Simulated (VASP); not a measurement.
Eu, 1 atom in the cell. It takes space group Fm-3m (No. 225, cubic). The conventional cell has a = 5.579 Å, b = 5.579 Å, c = 5.579 Å, α = 90.00°, β = 90.00°, γ = 90.00°. Eu (site symmetry m-3m) has 12 Eu at 3.94 Å within 5.2 Å. This isn't the form of Eu at room conditions, which is bcc.

* Program: VASP 6.6.1
* Task: single point
* Functional: PBE
* Potentials or basis: VASP PAW PBE potentials, release 64 (Eu)
* Cutoff: 520 eV
* k mesh: 7 × 7 × 7
* Occupations: fermi-dirac, width 0.05 eV
* Spin: collinear spin, ferromagnetic start
* Starting moments: [3.5] μB
* Fixed moment: 3.5 μB
* Dipole correction: no
* Further INCAR settings: ALGO = Normal; EDIFF = 1e-06; NBANDS = 18

Potentials or basis: VASP PAW PBE potentials, release 64 (Eu).

The run is started by

```console
$ cat potpaw_PBE.64/Eu/POTCAR > POTCAR
$ mpirun -np 1 vasp_std > vasp.out
```

Hardware: 1 thread of Intel(R) Xeon(R) Platinum 8175M CPU @ 2.50GHz (Skylake/Cascade Lake) (shared host).

**Question.** How long does it take, and how much memory?

**Answer.** Run time: 68 s on 1 thread of Intel(R) Xeon(R) Platinum 8175M CPU @ 2.50GHz (Skylake/Cascade Lake) (shared host), peak memory 0.21 GiB. Counts: scf iterations 20, k points 20.
